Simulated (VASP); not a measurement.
Ti2SnTe3:

```
CELL_PARAMETERS angstrom
4.60465 0.00000 0.00000
-2.30232 3.98774 0.00000
0.00000 0.00000 9.14783
ATOMIC_POSITIONS crystal
Ti 0.00000 0.00000 0.24507
Ti 0.00000 0.00000 0.75493
Sn 0.33333 0.66667 0.00000
Te 0.33333 0.66667 0.50000
Te 0.66667 0.33333 0.00000
Te 0.66667 0.33333 0.50000
```

The cell was generated, and may not be a known phase.

| Quantity | Value |
| --- | --- |
| Program | VASP 6.6.1 |
| Task | relaxation of cell and atoms |
| Functional | PBE |
| Potentials or basis | VASP PAW PBE potentials, release 64 (Ti_sv, Sn_d, Te) |
| Cutoff | 600 eV |
| k mesh | 6 × 6 × 2 |
| Occupations | gaussian, width 0.1 eV |
| Spin | no spin polarisation |

At the start: pressure 8.1 GPa; volume 28.00 Å³/atom.

Problem. Where does the relaxation end?

Solution. Over 21 steps the energy falls by 973.1 meV/atom and the volume is 25.21 Å³/atom (-9.9 %); space group P-6m2 (No. 187, to 0.1 Å) before and after.

Step by step:
```tsv
step	energy change (eV)	largest force (eV/Å)	pressure (GPa)	volume (Å³)
1	0.0000	0.1633	8.11	167.97
2	-2.9740	0.1806	-7.29	200.56
3	-2.9603	0.1787	-6.60	197.71
4	-4.7810	0.2067	-5.51	170.66
5	-5.2538	0.3162	-4.44	161.82
6	-5.5082	0.2374	2.78	143.97
7	-5.7044	0.2376	-1.59	152.27
8	-5.7177	0.2349	-0.98	150.73
9	-5.7157	0.2348	-0.52	149.78
10	-5.7326	0.2698	0.35	147.37
11	-5.7326	0.2691	0.36	147.41
12	-5.7434	0.3071	0.12	148.02
13	-5.7743	0.3950	-0.47	149.84
14	-5.8076	0.2181	-1.12	153.51
15	-5.8103	0.1874	-1.06	153.54
16	-5.8159	0.0848	-0.90	153.64
17	-5.8150	0.1445	-0.53	153.83
18	-5.8176	0.0106	-0.75	153.72
19	-5.8213	0.0118	-0.69	153.48
20	-5.8303	0.0141	-0.47	152.75
21	-5.8384	0.0188	0.06	151.28
```

Final structure:
```
Ti Sn Te
1.0
     5.27085    0.00000    0.00000
    -2.63542    4.56469    0.00000
     0.00000    0.00000    6.28788
Ti Sn Te
2 1 3
Direct
  0.00000 0.00000 0.20744
  0.00000 0.00000 0.79256
  0.33333 0.66667 0.00000
  0.33333 0.66667 0.50000
  0.66667 0.33333 0.00000
  0.66667 0.33333 0.50000
```

Caveat: a cell axis changed by over 15 % at a fixed basis, so the end point is rough.
